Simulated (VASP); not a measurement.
# TaN (P-62m) in VASP: notebook

Runs on TaN. Level: PBE. Tasks: single point.

All numbers are computed with VASP 6.6.1; they aren't measurements. Logs are shortened: lines on timing, memory, paths and dates and some standing lists are left out, and cuts for length are marked.

### 1 The cell of the first run

The structure is hexagonal, space group P-62m (No. 189). Conventional cell: a = 5.216 Å, b = 5.216 Å, c = 2.916 Å, α = 90.00°, β = 90.00°, γ = 120.00°. Within 2.7 Å of Ta (site symmetry -62m) lie 3 N at 2.05 Å. Ta (site symmetry -6) has 6 N at 2.17 Å within 2.9 Å. N (site symmetry m2m) has 5 Ta at 2.05 to 2.17 Å within 2.7 Å.

### 2 Single point, PBE

The input, INCAR:

```
PREC = Accurate
ENCUT = 520
EDIFF = 1E-7
ISMEAR = -1
SIGMA = 0.05
LREAL = False
LASPH = True
NELM = 100
ALGO = Normal
ISIF = 2
LWAVE = False
LCHARG = False
GGA = PE
NBANDS = 33
```

The input, KPOINTS:

```
regular mesh
0
Gamma
  6 6 9
```

The input, POSCAR:

```
TaN
1.0
    5.2155495644      0.0000000000      0.0000000000
   -2.6077747822      4.5167984174      0.0000000000
    0.0000000000      0.0000000000      2.9155590007
Ta N
3 3
Direct
    0.0000000000      0.0000000000      0.0000000000
    0.6666666667      0.3333333333      0.5000000000
    0.3333333333      0.6666666667      0.5000000000
    0.0000000000      0.3928466978      0.0000000000
    0.6071533022      0.6071533022      0.0000000000
    0.3928466978      0.0000000000      0.0000000000
```

Potentials or basis: VASP PAW PBE potentials, release 64 (Ta_pv, N).

Launch:

```bash
$ cat potpaw_PBE.64/Ta_pv/POTCAR potpaw_PBE.64/N/POTCAR > POTCAR
$ mpirun -np 1 vasp_std > vasp.out
```

OUTCAR:

```text
PREC = Accurate
   ENCUT = 520
   EDIFF = 1E-7
   ISMEAR = -1
   LREAL = False
   LASPH = True
   NELM = 100
   ISIF = 2
   GGA = PE

 ion  position               nearest neighbor table
   1  0.000  0.000  0.000-   4 2.05   5 2.05   6 2.05   3 3.35   2 3.35   2 3.35   3 3.35   3 3.35
                             3 3.35   2 3.35   2 3.35   2 3.35   2 3.35   3 3.35   3 3.35
   2  0.667  0.333  0.500-   4 2.17   4 2.17   6 2.17   6 2.17   5 2.17   5 2.17   3 3.01   3 3.01
                             3 3.01   1 3.35   1 3.35   1 3.35   1 3.35   1 3.35   1 3.35
   3  0.333  0.667  0.500-   6 2.17   6 2.17   4 2.17   4 2.17   5 2.17   5 2.17   2 3.01   2 3.01
                             2 3.01   1 3.35   1 3.35   1 3.35   1 3.35   1 3.35   1 3.35
   4  0.000  0.393  0.000-   1 2.05   2 2.17   2 2.17   3 2.17   3 2.17
   5  0.607  0.607  0.000-   1 2.05   2 2.17   2 2.17   3 2.17   3 2.17
   6  0.393  0.000  0.000-   1 2.05   3 2.17   3 2.17   2 2.17   2 2.17

  LATTYP: Found a hexagonal cell.
 ALAT       =     5.2155495644
 C/A-ratio  =     0.5590128067

  Lattice vectors:

 A1 = (   5.2155495644,   0.0000000000,   0.0000000000)
 A2 = (  -2.6077747822,   4.5167984174,   0.0000000000)
 A3 = (   0.0000000000,   0.0000000000,   2.9155590007)

Analysis of symmetry for initial positions (statically):
=====================================================================
 Subroutine PRICEL returns:
 Original cell was already a primitive cell.

 Routine SETGRP: Setting up the symmetry group for a
 hexagonal supercell.

 Subroutine GETGRP returns: Found 12 space group operations
 (whereof 12 operations were pure point group operations)
 out of a pool of 24 trial point group operations.

The static configuration has the point symmetry D_3h.

Analysis of symmetry for dynamics (positions and initial velocities):
=====================================================================
 Subroutine PRICEL returns:
 Original cell was already a primitive cell.

 Routine SETGRP: Setting up the symmetry group for a
 hexagonal supercell.

 Subroutine GETGRP returns: Found 12 space group operations
 (whereof 12 operations were pure point group operations)
 out of a pool of 24 trial point group operations.

The dynamic configuration has the point symmetry D_3h.

 Subroutine INISYM returns: Found 12 space group operations
 (whereof 12 operations are pure point group operations),
 and found     1 'primitive' translations

----------------------------------------------------------------------------------------

                                     Primitive cell

  volume of cell :      68.6835

  direct lattice vectors                    reciprocal lattice vectors
     5.215549564  0.000000000  0.000000000     0.191734349  0.110697878  0.000000000
    -2.607774782  4.516798417  0.000000000     0.000000000  0.221395756  0.000000000
     0.000000000  0.000000000  2.915559001     0.000000000  0.000000000  0.342987400

  length of vectors
     5.215549564  5.215549564  2.915559001     0.221395756  0.221395756  0.342987400

  position of ions in fractional coordinates (direct lattice)
     0.000000000  0.000000000  0.000000000
     0.666666667  0.333333333  0.500000000
     0.333333333  0.666666667  0.500000000
     0.000000000  0.392846698  0.000000000
     0.607153302  0.607153302  0.000000000
     0.392846698  0.000000000  0.000000000

  ion indices of the primitive-cell ions
   primitive index   ion index
                 1           1
                 2           2
                 3           3
                 4           4
                 5           5
                 6           6

----------------------------------------------------------------------------------------

 KPOINTS: regular mesh

Automatic generation of k-mesh.
 Grid dimensions read from file:
 generate k-points for:    6    6    9

 Generating k-lattice:

  Cartesian coordinates                     Fractional coordinates (reciprocal lattice)
     0.031955725  0.018449646  0.000000000     0.166666667  0.000000000  0.000000000
     0.000000000  0.036899293  0.000000000     0.000000000  0.166666667  0.000000000
     0.000000000  0.000000000  0.038109711     0.000000000  0.000000000  0.111111111

  Length of vectors
     0.036899293  0.036899293  0.038109711

  Shift w.r.t. Gamma in fractional coordinates (k-lattice)
     0.000000000  0.000000000  0.000000000

 Subroutine IBZKPT returns following result:
 ===========================================

 Found     35 irreducible k-points:

 Following reciprocal coordinates:
            Coordinates               Weight
  0.000000  0.000000  0.000000      1.000000
  0.166667  0.000000  0.000000      6.000000
  0.333333 -0.000000  0.000000      6.000000
  0.500000 -0.000000  0.000000      3.000000
  0.166667  0.166667  0.000000      6.000000
  0.333333  0.166667  0.000000     12.000000
[... 16 lines left out ...]
  0.166667  0.000000  0.333333     12.000000
  0.333333 -0.000000  0.333333     12.000000
 [... further k-points ...]
   k-points           NKPTS =     35   k-points in BZ     NKDIM =     35   number of bands    NBANDS=     33
   number of dos      NEDOS =    301   number of ions     NIONS =      6
   total plane-waves  NPLWV =  38400
   dimension x,y,z NGX =    40 NGY =   40 NGZ =   24
   dimension x,y,z NGXF=    80 NGYF=   80 NGZF=   48
   ions per type =               3   3
   NGX,Y,Z   is equivalent  to a cutoff of  12.75, 12.75, 13.68 a.u.
   NGXF,Y,Z  is equivalent  to a cutoff of  25.50, 25.50, 27.37 a.u.
 SYSTEM =  unknown system
   PREC   = accura    normal or accurate (medium, high low for compatibility)
   ISTART =      0    job   : 0-new  1-cont  2-samecut
   ICHARG =      2    charge: 1-file 2-atom 10-const
   ISPIN  =      1    spin polarized calculation?
   LNONCOLLINEAR =      F non collinear calculations
   LSORBIT =      F    spin-orbit coupling
   LASPH  =      T    aspherical Exc in radial PAW
   ENCUT  =  520.0 eV  38.22 Ry    6.18 a.u.   9.70  9.70  5.42*2*pi/ulx,y,z
   NELM   =    100;   NELMIN=  2; NELMDL= -5     # of ELM steps
   EDIFF  = 0.1E-06   stopping-criterion for ELM
   LREAL  =      F    real-space projection
   EDIFFG = 0.1E-05   stopping-criterion for IOM
   NSW    =      0    number of steps for IOM
   IBRION =     -1    ionic relax: 0-MD 1-quasi-New 2-CG
   NFREE  =      0    steps in history (QN), initial steepest desc. (CG)
   ISIF   =      2    stress and relaxation
   ISYM   =      2    0-nonsym 1-usesym 2-fastsym
   POTIM  = 0.5000    time-step for ionic-motion
   TEBEG  =    0.0;   TEEND  =   0.0 temperature during run
   PSTRESS=    0.0 pullay stress
   NELECT =      48.0000    total number of electrons
   NUPDOWN=      -1.0000    fix difference up-down
   EMIN   =  10.00;   EMAX   =-10.00  energy-range for DOS
   EFERMI =   0.00;   METHOD = LEGACY
   ISMEAR =    -1;   SIGMA  =   0.05  broadening in eV -4-tet -1-fermi 0-gaus
   EFERMI_NEDOS =   21; number of points for ismear=-14 and -15
   IALGO  =     38    algorithm
   IMIX   =      4    mixing-type and parameters
     AMIX     =   0.40;   BMIX     =  1.00
     AMIX_MAG =   1.60;   BMIX_MAG =  1.00
  volume/ion in A,a.u.               =      11.45        77.25
  Fermi-wavevector in a.u.,A,eV,Ry     =   1.452795  2.745385 28.716642  2.110614
  Thomas-Fermi vector in A             =   2.570136
   LORBIT       =      0    0 simple, 1 ext, 2 COOP (PROOUT), +10 PAW based schemes
   GGA     = PE    functional components
   LHFCALC =     F    Hartree Fock is set to
   AEXX    =    0.0000 exact exchange contribution
   IVDW    =     0    specifies the selected vdW correction
   LEPSILON=     F    determine dielectric tensor
   LRPA    =     F    only Hartree local field effects (RPA)
 non-spin polarized calculation
  energy-cutoff  :      520.00
  volume of cell :       68.68
 maximum number of plane-waves:      1869
 NGX is ok and might be reduce to    40
   NGX = 19   NGY = 19   NGZ = 11

 number of electron      48.0000001 magnetization

 Free energy of the ion-electron system (eV)
  ---------------------------------------------------
  ext. energy  EPLUGINS =         0.00000000
  ---------------------------------------------------
  free energy    TOTEN  =       -67.48656309 eV

  energy without entropy =      -67.47981451  energy(sigma->0) =      -67.48318880

 E-fermi :   8.2160     XC(G=0): -12.9560

 val. band max:        8.2139483380   @ k =   0.1667   0.0000   0.3333
 cond. band min:       8.2284512372   @ k =   0.1667   0.0000   0.2222
 fundamental gap:      0.0145028993
 Fermi energy:         8.2160047298

 k-point     1 :       0.0000    0.0000    0.0000
  band No.  band energies     occupation
      1     -28.0046      2.00000
      2     -28.0046      2.00000
      3     -27.6615      2.00000
      4     -27.6615      2.00000
      5     -27.4902      2.00000
      6     -27.3883      2.00000
[... 25 lines left out ...]
     32      11.3917      0.00000
     33      11.3917      0.00000

 k-point     2 :       0.1667    0.0000    0.0000
  band No.  band energies     occupation
      1     -28.0256      2.00000
      2     -27.9970      2.00000
      3     -27.6470      2.00000
      4     -27.6348      2.00000
      5     -27.4838      2.00000
      6     -27.3941      2.00000
[... 25 lines left out ...]
     32      11.2950      0.00000
     33      11.5924      0.00000
[... 754 lines left out ...]
     32      11.6587      0.00000
     33      12.8165      0.00000

 k-point    24 :       0.3333   -0.0000    0.3333
  band No.  band energies     occupation
      1     -28.1020      2.00000
      2     -27.9938      2.00000
      3     -27.9287      2.00000
      4     -27.8426      2.00000
      5     -27.5952      2.00000
      6     -27.5060      2.00000
[... 25 lines left out ...]
     32      11.8927      0.00000
     33      13.2377      0.00000

 [... further k-points ...]

------------------------ aborting loop because EDIFF is reached ----------------------------------------

  FORCE on cell =-STRESS in cart. coord.  units (eV):
  Direction    XX          YY          ZZ          XY          YZ          ZX
  --------------------------------------------------------------------------------------
  -------------------------------------------------------------------------------------
  Total        1.1736594      1.1736594      1.1286889      0.0000000      0.0000000     -0.0000000
  in kB       27.3778950     27.3778950     26.3288690      0.0000000      0.0000000     -0.0000000
  external PRESSURE =      27.0282197 kB  Pullay stress =       0.0000000 kB

 VOLUME and BASIS-vectors are now :
 -----------------------------------------------------------------------------
  energy-cutoff  :      520.00
  volume of cell :       68.68
      direct lattice vectors                 reciprocal lattice vectors
     5.215549564  0.000000000  0.000000000     0.191734349  0.110697878  0.000000000
    -2.607774782  4.516798417  0.000000000     0.000000000  0.221395756  0.000000000
     0.000000000  0.000000000  2.915559001     0.000000000  0.000000000  0.342987400

 POSITION                                       TOTAL-FORCE (eV/Angst)
 -----------------------------------------------------------------------------------
      0.00000      0.00000      0.00000         0.000000     -0.000000      0.000000
      2.60777      1.50560      1.45778         0.000000     -0.000000      0.000000
     -0.00000      3.01120      1.45778        -0.000000     -0.000000      0.000000
     -1.02446      1.77441      0.00000         0.001670     -0.002892      0.000000
      1.58332      2.74239      0.00000         0.001670      0.002892     -0.000000
      2.04891      0.00000      0.00000        -0.003340      0.000000     -0.000000
 -----------------------------------------------------------------------------------
    total drift:                               -0.000002     -0.000003      0.000000

  FREE ENERGIE OF THE ION-ELECTRON SYSTEM (eV)
  ---------------------------------------------------
  free  energy   TOTEN  =       -67.4865630918 eV

  energy  without entropy=      -67.4798145069  energy(sigma->0) =      -67.48318880
```

Run time: 33 s. Hardware: 1 thread of Intel Xeon 6975P-C (Granite Rapids), shared host; peak memory 0.22 GiB.

What came out:

```yaml
Free_energy: -67.4866 eV
Pressure: 2.7 GPa
Largest_force: 0.003 eV/Å
Band_gap_on_the_k_mesh: zero (band 24 reaches 9.98 eV, above the bottom of band 25 at 6.90 eV)
```

Forces on the atoms (eV/Å):
```
Ta   0.000  0.000  0.000
Ta   0.000  0.000  0.000
Ta   0.000  0.000  0.000
N    0.002 -0.003  0.000
N    0.002  0.003  0.000
N   -0.003  0.000  0.000
```

Caveat: spin-orbit coupling is left out, which moves the levels of the heavy elements.

(Part 1 of 2 ends here.)
